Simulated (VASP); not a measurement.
# Nb (Fm-3m) in VASP: notebook

Runs on Nb. Level: PBE. Tasks: single point.

All numbers are computed with VASP 6.6.1; they aren't measurements. Logs are shortened: lines on timing, memory, paths and dates and some standing lists are left out, and cuts for length are marked.

## (1) The cell of the first run

It takes space group Fm-3m (No. 225, cubic). The conventional cell has a = 4.114 Å, b = 4.114 Å, c = 4.114 Å, α = 90.00°, β = 90.00°, γ = 90.00°. Within 3.8 Å of Nb (site symmetry m-3m) lie 12 Nb at 2.91 Å.

## (2) Single point, PBE

INCAR reads:

```
PREC = Accurate
ENCUT = 520
EDIFF = 1E-6
ISMEAR = -1
SIGMA = 0.1
LREAL = False
LASPH = True
NELM = 60
ALGO = Normal
ISIF = 2
LWAVE = False
LCHARG = False
GGA = PE
NBANDS = 12
```

KPOINTS reads:

```
Automatic mesh
0
Gamma
  9 9 9
```

POSCAR reads:

```
Nb
1.0
    0.0000000000      2.0570253675      2.0570253675
    2.0570253675      0.0000000000      2.0570253675
    2.0570253675      2.0570253675      0.0000000000
Nb
1
Direct
    0.0000000000      0.0000000000      0.0000000000
```

Potentials or basis: VASP PAW PBE potentials, release 64 (Nb_sv).

Run with:

```console
$ cat potpaw_PBE.64/Nb_sv/POTCAR > POTCAR
$ mpirun -np 1 vasp_std > vasp.out
```

OUTCAR:

```text
PREC = Accurate
   ENCUT = 520
   EDIFF = 1E-6
   ISMEAR = -1
   LREAL = False
   LASPH = True
   NELM = 60
   ISIF = 2
   GGA = PE

 ion  position               nearest neighbor table
   1  0.000  0.000  0.000-

  LATTYP: Found a face centered cubic cell.
 ALAT       =     4.1140507350

  Lattice vectors:

 A1 = (   0.0000000000,   2.0570253675,   2.0570253675)
 A2 = (   2.0570253675,   0.0000000000,   2.0570253675)
 A3 = (   2.0570253675,   2.0570253675,   0.0000000000)

Analysis of symmetry for initial positions (statically):
=====================================================================
 Subroutine PRICEL returns:
 Original cell was already a primitive cell.

 Routine SETGRP: Setting up the symmetry group for a
 face centered cubic supercell.

 Subroutine GETGRP returns: Found 48 space group operations
 (whereof 48 operations were pure point group operations)
 out of a pool of 48 trial point group operations.

The static configuration has the point symmetry O_h .

Analysis of symmetry for dynamics (positions and initial velocities):
=====================================================================
 Subroutine PRICEL returns:
 Original cell was already a primitive cell.

 Routine SETGRP: Setting up the symmetry group for a
 face centered cubic supercell.

 Subroutine GETGRP returns: Found 48 space group operations
 (whereof 48 operations were pure point group operations)
 out of a pool of 48 trial point group operations.

The dynamic configuration has the point symmetry O_h .

 Subroutine INISYM returns: Found 48 space group operations
 (whereof 48 operations are pure point group operations),
 and found     1 'primitive' translations

----------------------------------------------------------------------------------------

                                     Primitive cell

  volume of cell :      17.4080

  direct lattice vectors                    reciprocal lattice vectors
     0.000000000  2.057025368  2.057025368    -0.243069438  0.243069438  0.243069438
     2.057025368  0.000000000  2.057025368     0.243069438 -0.243069438  0.243069438
     2.057025368  2.057025368  0.000000000     0.243069438  0.243069438 -0.243069438

  length of vectors
     2.909073173  2.909073173  2.909073173     0.421008616  0.421008616  0.421008616

  position of ions in fractional coordinates (direct lattice)
     0.000000000  0.000000000  0.000000000

  ion indices of the primitive-cell ions
[... 75 lines left out ...]
   LREAL  =      F    real-space projection
   EDIFFG = 0.1E-04   stopping-criterion for IOM
   NSW    =      0    number of steps for IOM
   IBRION =     -1    ionic relax: 0-MD 1-quasi-New 2-CG
   NFREE  =      0    steps in history (QN), initial steepest desc. (CG)
   ISIF   =      2    stress and relaxation
   ISYM   =      2    0-nonsym 1-usesym 2-fastsym
   POTIM  = 0.5000    time-step for ionic-motion
   TEBEG  =    0.0;   TEEND  =   0.0 temperature during run
   PSTRESS=    0.0 pullay stress
   NELECT =      13.0000    total number of electrons
   NUPDOWN=      -1.0000    fix difference up-down
   EMIN   =  10.00;   EMAX   =-10.00  energy-range for DOS
   EFERMI =   0.00;   METHOD = LEGACY
   ISMEAR =    -1;   SIGMA  =   0.10  broadening in eV -4-tet -1-fermi 0-gaus
   EFERMI_NEDOS =   21; number of points for ismear=-14 and -15
   IALGO  =     38    algorithm
   IMIX   =      4    mixing-type and parameters
     AMIX     =   0.40;   BMIX     =  1.00
     AMIX_MAG =   1.60;   BMIX_MAG =  1.00
  volume/ion in A,a.u.               =      17.41       117.47
  Fermi-wavevector in a.u.,A,eV,Ry     =   1.485273  2.806759 30.014943  2.206036
  Thomas-Fermi vector in A             =   2.598705
   LORBIT       =      0    0 simple, 1 ext, 2 COOP (PROOUT), +10 PAW based schemes
   GGA     = PE    functional components
   LHFCALC =     F    Hartree Fock is set to
   AEXX    =    0.0000 exact exchange contribution
   IVDW    =     0    specifies the selected vdW correction
   LEPSILON=     F    determine dielectric tensor
   LRPA    =     F    only Hartree local field effects (RPA)
 non-spin polarized calculation
  energy-cutoff  :      520.00
  volume of cell :       17.41
 maximum number of plane-waves:       489
 NGX is ok and might be reduce to    24
   NGX = 11   NGY = 11   NGZ = 11

 number of electron      13.0000000 magnetization

 Free energy of the ion-electron system (eV)
  ---------------------------------------------------
  ext. energy  EPLUGINS =         0.00000000
  ---------------------------------------------------
  free energy    TOTEN  =        -9.85071638 eV

  energy without entropy =       -9.79371874  energy(sigma->0) =       -9.82221756

 E-fermi :  12.0413     XC(G=0): -12.6808

 val. band max:       11.9997168815   @ k =   0.3333   0.1111   0.0000
 cond. band min:      12.0689305378   @ k =   0.4444   0.3333   0.1111
 fundamental gap:      0.0692136562
 Fermi energy:        12.0412781052

 k-point     1 :       0.0000    0.0000    0.0000
  band No.  band energies     occupation
      1     -42.6817      2.00000
      2     -17.9110      2.00000
      3     -17.9110      2.00000
      4     -17.9110      2.00000
      5       5.6476      2.00000
      6      12.0893      0.76449
      7      12.0893      0.76449
      8      12.0893      0.76449
      9      14.9673      0.00000
     10      14.9673      0.00000
     11      23.9387      0.00000
     12      29.0534      0.00000
[... 331 lines left out ...]
 k-point    24 :       0.4444    0.4444    0.0000
  band No.  band energies     occupation
      1     -42.3441      2.00000
      2     -19.2752      2.00000
      3     -18.4270      2.00000
      4     -18.4270      2.00000
      5       7.6603      2.00000
      6       8.4168      2.00000
      7      15.6657      0.00000
      8      17.0573      0.00000
      9      17.3926      0.00000
     10      17.3926      0.00000
     11      24.4604      0.00000
     12      24.4604      0.00000

 [... further k-points ...]
[... 5 lines left out ...]
  --------------------------------------------------------------------------------------
  -------------------------------------------------------------------------------------
  Total        1.5993201      1.5993201      1.5993201      0.0000000      0.0000000      0.0000000
  in kB      147.1963540    147.1963540    147.1963540      0.0000000      0.0000000      0.0000000
  external PRESSURE =     147.1963540 kB  Pullay stress =       0.0000000 kB

 VOLUME and BASIS-vectors are now :
 -----------------------------------------------------------------------------
  energy-cutoff  :      520.00
  volume of cell :       17.41
      direct lattice vectors                 reciprocal lattice vectors
     0.000000000  2.057025368  2.057025368    -0.243069438  0.243069438  0.243069438
     2.057025368  0.000000000  2.057025368     0.243069438 -0.243069438  0.243069438
     2.057025368  2.057025368  0.000000000     0.243069438  0.243069438 -0.243069438

 POSITION                                       TOTAL-FORCE (eV/Angst)
 -----------------------------------------------------------------------------------
      0.00000      0.00000      0.00000        -0.000000      0.000000      0.000000
 -----------------------------------------------------------------------------------
    total drift:                                0.000000      0.000000      0.000000

  FREE ENERGIE OF THE ION-ELECTRON SYSTEM (eV)
  ---------------------------------------------------
  free  energy   TOTEN  =        -9.8507163841 eV

  energy  without entropy=       -9.7937187429  energy(sigma->0) =       -9.82221756
```

It took 3.3 s on 1 thread of Intel Xeon 6975P-C (Granite Rapids), shared host; peak memory 0.13 GiB.

What came out:

- Free energy: -9.8507 eV
- Pressure: 14.7 GPa

## (3) Single point, PBE

This run uses another cell than the first one, of 18.16 Å³/atom, 1.043 times its volume.

INCAR reads:

```
SYSTEM = Nb
ALGO = Normal
EDIFF = 1E-7
ENCUT = 520
GGA = PE
ISIF = 2
ISMEAR = -1
LASPH = .True.
LCHARG = .False.
LREAL = .False.
LWAVE = .False.
NBANDS = 12
NELM = 60
PREC = Accurate
SIGMA = 0.1
```

KPOINTS reads:

```
k-points
0
Gamma
  9 9 9
  0 0 0
```

POSCAR reads:

```
Nb
1.0
    0.0000000000      2.0864154149      2.0864154149
    2.0864154149      0.0000000000      2.0864154149
    2.0864154149      2.0864154149      0.0000000000
Nb
1
Direct
    0.0000000000      0.0000000000      0.0000000000
```

Potentials or basis: VASP PAW PBE potentials, release 64 (Nb_sv).

Run with:

```console
$ cat potpaw_PBE.64/Nb_sv/POTCAR > POTCAR
$ mpirun -np 1 vasp_std > vasp.out
```

OUTCAR:

```text
SYSTEM = Nb
   EDIFF = 1E-7
   ENCUT = 520
   GGA = PE
   ISIF = 2
   ISMEAR = -1
   LASPH = .True.
   LREAL = .False.
   NELM = 60
   PREC = Accurate

 ion  position               nearest neighbor table
   1  0.000  0.000  0.000-

  LATTYP: Found a face centered cubic cell.
 ALAT       =     4.1728308298

  Lattice vectors:

 A1 = (   0.0000000000,   2.0864154149,   2.0864154149)
 A2 = (   2.0864154149,   0.0000000000,   2.0864154149)
 A3 = (   2.0864154149,   2.0864154149,   0.0000000000)

Analysis of symmetry for initial positions (statically):
=====================================================================
 Subroutine PRICEL returns:
 Original cell was already a primitive cell.

 Routine SETGRP: Setting up the symmetry group for a
 face centered cubic supercell.

 Subroutine GETGRP returns: Found 48 space group operations
 (whereof 48 operations were pure point group operations)
 out of a pool of 48 trial point group operations.

The static configuration has the point symmetry O_h .

Analysis of symmetry for dynamics (positions and initial velocities):
=====================================================================
 Subroutine PRICEL returns:
 Original cell was already a primitive cell.

 Routine SETGRP: Setting up the symmetry group for a
 face centered cubic supercell.

 Subroutine GETGRP returns: Found 48 space group operations
 (whereof 48 operations were pure point group operations)
 out of a pool of 48 trial point group operations.

The dynamic configuration has the point symmetry O_h .

 Subroutine INISYM returns: Found 48 space group operations
 (whereof 48 operations are pure point group operations),
 and found     1 'primitive' translations

----------------------------------------------------------------------------------------

                                     Primitive cell

  volume of cell :      18.1649

  direct lattice vectors                    reciprocal lattice vectors
     0.000000000  2.086415415  2.086415415    -0.239645469  0.239645469  0.239645469
     2.086415415  0.000000000  2.086415415     0.239645469 -0.239645469  0.239645469
     2.086415415  2.086415415  0.000000000     0.239645469  0.239645469 -0.239645469

  length of vectors
     2.950636976  2.950636976  2.950636976     0.415078128  0.415078128  0.415078128

  position of ions in fractional coordinates (direct lattice)
     0.000000000  0.000000000  0.000000000

  ion indices of the primitive-cell ions
   primitive index   ion index
                 1           1

----------------------------------------------------------------------------------------

 KPOINTS: k-points

Automatic generation of k-mesh.
 Grid dimensions read from file:
 generate k-points for:    9    9    9

 Generating k-lattice:

  Cartesian coordinates                     Fractional coordinates (reciprocal lattice)
    -0.026627274  0.026627274  0.026627274     0.111111111  0.000000000  0.000000000
     0.026627274 -0.026627274  0.026627274     0.000000000  0.111111111  0.000000000
     0.026627274  0.026627274 -0.026627274     0.000000000  0.000000000  0.111111111

  Length of vectors
     0.046119792  0.046119792  0.046119792

  Shift w.r.t. Gamma in fractional coordinates (k-lattice)
     0.000000000  0.000000000  0.000000000

 Subroutine IBZKPT returns following result:
 ===========================================

 Found     35 irreducible k-points:

 Following reciprocal coordinates:
            Coordinates               Weight
  0.000000  0.000000  0.000000      1.000000
  0.111111  0.000000  0.000000      8.000000
  0.222222  0.000000  0.000000      8.000000
  0.333333  0.000000  0.000000      8.000000
  0.444444  0.000000  0.000000      8.000000
  0.111111  0.111111  0.000000      6.000000
[... 16 lines left out ...]
 -0.333333  0.333333  0.000000     12.000000
  0.444444  0.444444  0.000000      6.000000
 [... further k-points ...]
   k-points           NKPTS =     35   k-points in BZ     NKDIM =     35   number of bands    NBANDS=     12
   number of dos      NEDOS =    301   number of ions     NIONS =      1
   total plane-waves  NPLWV =  13824
   dimension x,y,z NGX =    24 NGY =   24 NGZ =   24
   dimension x,y,z NGXF=    48 NGYF=   48 NGZF=   48
   ions per type =               1
   NGX,Y,Z   is equivalent  to a cutoff of  13.52, 13.52, 13.52 a.u.
   NGXF,Y,Z  is equivalent  to a cutoff of  27.04, 27.04, 27.04 a.u.
 SYSTEM =  Nb
   PREC   = accura    normal or accurate (medium, high low for compatibility)
   ISTART =      0    job   : 0-new  1-cont  2-samecut
   ICHARG =      2    charge: 1-file 2-atom 10-const
   ISPIN  =      1    spin polarized calculation?
   LNONCOLLINEAR =      F non collinear calculations
   LSORBIT =      F    spin-orbit coupling
   LASPH  =      T    aspherical Exc in radial PAW
   ENCUT  =  520.0 eV  38.22 Ry    6.18 a.u.   5.49  5.49  5.49*2*pi/ulx,y,z
   NELM   =     60;   NELMIN=  2; NELMDL= -5     # of ELM steps
   EDIFF  = 0.1E-06   stopping-criterion for ELM
   LREAL  =      F    real-space projection
   EDIFFG = 0.1E-05   stopping-criterion for IOM
   NSW    =      0    number of steps for IOM
   IBRION =     -1    ionic relax: 0-MD 1-quasi-New 2-CG
   NFREE  =      0    steps in history (QN), initial steepest desc. (CG)
   ISIF   =      2    stress and relaxation
   ISYM   =      2    0-nonsym 1-usesym 2-fastsym
   POTIM  = 0.5000    time-step for ionic-motion
   TEBEG  =    0.0;   TEEND  =   0.0 temperature during run
   PSTRESS=    0.0 pullay stress
   NELECT =      13.0000    total number of electrons
   NUPDOWN=      -1.0000    fix difference up-down
   EMIN   =  10.00;   EMAX   =-10.00  energy-range for DOS
   EFERMI =   0.00;   METHOD = LEGACY
   ISMEAR =    -1;   SIGMA  =   0.10  broadening in eV -4-tet -1-fermi 0-gaus
   EFERMI_NEDOS =   21; number of points for ismear=-14 and -15
   IALGO  =     38    algorithm
   IMIX   =      4    mixing-type and parameters
     AMIX     =   0.40;   BMIX     =  1.00
     AMIX_MAG =   1.60;   BMIX_MAG =  1.00
  volume/ion in A,a.u.               =      18.16       122.58
  Fermi-wavevector in a.u.,A,eV,Ry     =   1.464351  2.767222 29.175294  2.144324
  Thomas-Fermi vector in A             =   2.580337
   LORBIT       =      0    0 simple, 1 ext, 2 COOP (PROOUT), +10 PAW based schemes
   GGA     = PE    functional components
   LHFCALC =     F    Hartree Fock is set to
   AEXX    =    0.0000 exact exchange contribution
   IVDW    =     0    specifies the selected vdW correction
   LEPSILON=     F    determine dielectric tensor
   LRPA    =     F    only Hartree local field effects (RPA)
 non-spin polarized calculation
  energy-cutoff  :      520.00
  volume of cell :       18.16
 maximum number of plane-waves:       531
 NGX is ok and might be reduce to    24
   NGX = 11   NGY = 11   NGZ = 11

 number of electron      13.0000000 magnetization

 Free energy of the ion-electron system (eV)
  ---------------------------------------------------
  ext. energy  EPLUGINS =         0.00000000
  ---------------------------------------------------
  free energy    TOTEN  =        -9.90023409 eV

  energy without entropy =       -9.84518322  energy(sigma->0) =       -9.87270866

 E-fermi :  11.4146     XC(G=0): -12.4609

 val. band max:       11.3476623681   @ k =   0.4444   0.0000   0.0000
 cond. band min:      11.4190234111   @ k =   0.4444   0.3333   0.1111
 fundamental gap:      0.0713610430
 Fermi energy:        11.4146259003

 k-point     1 :       0.0000    0.0000    0.0000
  band No.  band energies     occupation
      1     -43.3438      2.00000
      2     -18.6669      2.00000
      3     -18.6669      2.00000
      4     -18.6669      2.00000
      5       5.1202      2.00000
      6      11.5018      0.58993
      7      11.5018      0.58993
      8      11.5018      0.58993
      9      14.2149      0.00000
     10      14.2149      0.00000
     11      23.2804      0.00000
     12      28.2024      0.00000

 k-point     2 :       0.1111    0.0000    0.0000
  band No.  band energies     occupation
      1     -43.3185      2.00000
      2     -18.8311      2.00000
      3     -18.6871      2.00000
      4     -18.6871      2.00000
      5       5.5848      2.00000
      6      11.1626      1.85114
      7      11.7033      0.10558
      8      11.7033      0.10558
      9      14.0460      0.00000
     10      14.0460      0.00000
     11      24.1834      0.00000
     12      26.6603      0.00000
[... 316 lines left out ...]
 k-point    24 :       0.4444    0.4444    0.0000
  band No.  band energies     occupation
      1     -43.0599      2.00000
      2     -19.8613      2.00000
      3     -19.1197      2.00000
      4     -19.1197      2.00000
      5       7.2794      2.00000
      6       8.0187      2.00000
      7      14.7764      0.00000
      8      16.1777      0.00000
      9      16.4956      0.00000
     10      16.4956      0.00000
     11      23.4528      0.00000
     12      23.4528      0.00000

 [... further k-points ...]
[... 5 lines left out ...]
  --------------------------------------------------------------------------------------
  -------------------------------------------------------------------------------------
  Total        0.7105522      0.7105522      0.7105522     -0.0000000      0.0000000      0.0000000
  in kB       62.6720938     62.6720938     62.6720938     -0.0000000      0.0000000      0.0000000
  external PRESSURE =      62.6720938 kB  Pullay stress =       0.0000000 kB

 VOLUME and BASIS-vectors are now :
 -----------------------------------------------------------------------------
  energy-cutoff  :      520.00
  volume of cell :       18.16
      direct lattice vectors                 reciprocal lattice vectors
     0.000000000  2.086415415  2.086415415    -0.239645469  0.239645469  0.239645469
     2.086415415  0.000000000  2.086415415     0.239645469 -0.239645469  0.239645469
     2.086415415  2.086415415  0.000000000     0.239645469  0.239645469 -0.239645469

 POSITION                                       TOTAL-FORCE (eV/Angst)
 -----------------------------------------------------------------------------------
      0.00000      0.00000      0.00000         0.000000      0.000000      0.000000
 -----------------------------------------------------------------------------------
    total drift:                               -0.000000      0.000000      0.000000

  FREE ENERGIE OF THE ION-ELECTRON SYSTEM (eV)
  ---------------------------------------------------
  free  energy   TOTEN  =        -9.9002340873 eV

  energy  without entropy=       -9.8451832233  energy(sigma->0) =       -9.87270866
```

OSZICAR:

```text
N       E                     dE             d eps       ncg     rms          rms(c)
DAV:   1     0.122589067507E+03    0.12259E+03   -0.71692E+03   840   0.107E+03
DAV:   2    -0.511225203999E+01   -0.12770E+03   -0.12294E+03   896   0.399E+02
DAV:   3    -0.100330259493E+02   -0.49208E+01   -0.47141E+01  1204   0.681E+01
DAV:   4    -0.103277919076E+02   -0.29477E+00   -0.29046E+00  1204   0.150E+01
DAV:   5    -0.103383329251E+02   -0.10541E-01   -0.10536E-01  1212   0.241E+00    0.692E+00
DAV:   6    -0.994255554444E+01    0.39578E+00   -0.62130E-01  1332   0.996E+00    0.248E+00
DAV:   7    -0.989505605005E+01    0.47499E-01   -0.20166E-01  1356   0.564E+00    0.101E+00
DAV:   8    -0.990017318544E+01   -0.51171E-02   -0.13376E-02  1016   0.153E+00    0.492E-02
DAV:   9    -0.990022061278E+01   -0.47427E-04   -0.10124E-03  1424   0.336E-01    0.428E-02
DAV:  10    -0.990023919927E+01   -0.18586E-04   -0.17733E-05  1044   0.601E-02    0.171E-02
DAV:  11    -0.990023415858E+01    0.50407E-05   -0.89821E-06  1052   0.524E-02    0.287E-03
DAV:  12    -0.990023408729E+01    0.71287E-07   -0.62192E-07  1212   0.652E-03
   1 F= -.99002341E+01 E0= -.98727087E+01  d E =-.550509E-01
```

Run time: 3.3 s. Hardware: 1 thread of Intel Xeon 6975P-C (Granite Rapids), shared host; peak memory 0.14 GiB.

Results:

```
Free energy : -9.9002 eV
Pressure    : 6.3 GPa
```

[end of part 1 of 2]
